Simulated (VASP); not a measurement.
A run of VASP 6.6.1:

Contents of INCAR:

```
SYSTEM = WC
ALGO     = Normal         ! electronic algorithm
EDIFF    = 1E-6           ! SCF threshold, eV
ENCUT    = 520            ! plane-wave cutoff, eV
GGA      = PE             ! functional
ISIF     = 2              ! what is computed and relaxed
ISMEAR   = -1             ! smearing method
IVDW     = 12             ! dispersion correction
LASPH    = .TRUE.         ! aspherical terms in the spheres
LCHARG   = .FALSE.        ! write CHGCAR
LREAL    = Auto         
LWAVE    = .FALSE.        ! write WAVECAR
NBANDS   = 86             ! bands
NELM     = 80             ! most SCF steps
PREC     = Accurate       ! precision mode
SIGMA    = 0.17           ! smearing width, eV
```

KPOINTS

```
k-points
0
G
  2 2 2
  0 0 0
```

File POSCAR:

```
WC
1.0
   -3.0267750000     -5.2425280000      0.0000000000
    4.5401630000     -2.6212640000      0.0000000000
    0.0000000000      0.0000000000      5.9236370000
W C
8 8
Direct
    0.7439976513      0.4731577899     -0.0000337630
    0.7656876296      0.5221760045      0.4976165825
    0.4826723547     -0.0102329770     -0.0197176161
    0.4993082884     -0.0156175352      0.4891420592
    0.2521704966      0.5189821059      0.0047099442
    0.2372635139      0.4893972468      0.5032381289
    0.0068053915      0.0279722091      0.0142142403
    0.0111864310     -0.0130262262      0.5026135126
    0.4835759699      0.7039120966      0.2660190015
    0.5203910977      0.6547356922      0.7456398831
    0.2159901191      0.2064140632      0.2713873251
    0.3004584875      0.2039618927      0.7934989939
    0.0038395193      0.6610822918      0.2864962860
   -0.0176184302      0.6624151987      0.7684130543
    0.7300906365      0.1837202951      0.2485635092
    0.7770899944      0.1672795818      0.7459606320
```

Potentials or basis: VASP PAW PBE potentials, release 64 (W_sv, C).

Command:

```sh
$ cat potpaw_PBE.64/W_sv/POTCAR potpaw_PBE.64/C/POTCAR > POTCAR
$ mpirun -np 1 vasp_std > vasp.out
```

Hardware: 1 thread of Intel Xeon 8259CL, with other jobs on the host.

How long does it take, and how much memory?

Wall time 6.5 min on 1 thread of Intel Xeon 8259CL (shared host), peak memory 0.33 GiB. Counts: scf iterations 17, k points 8.
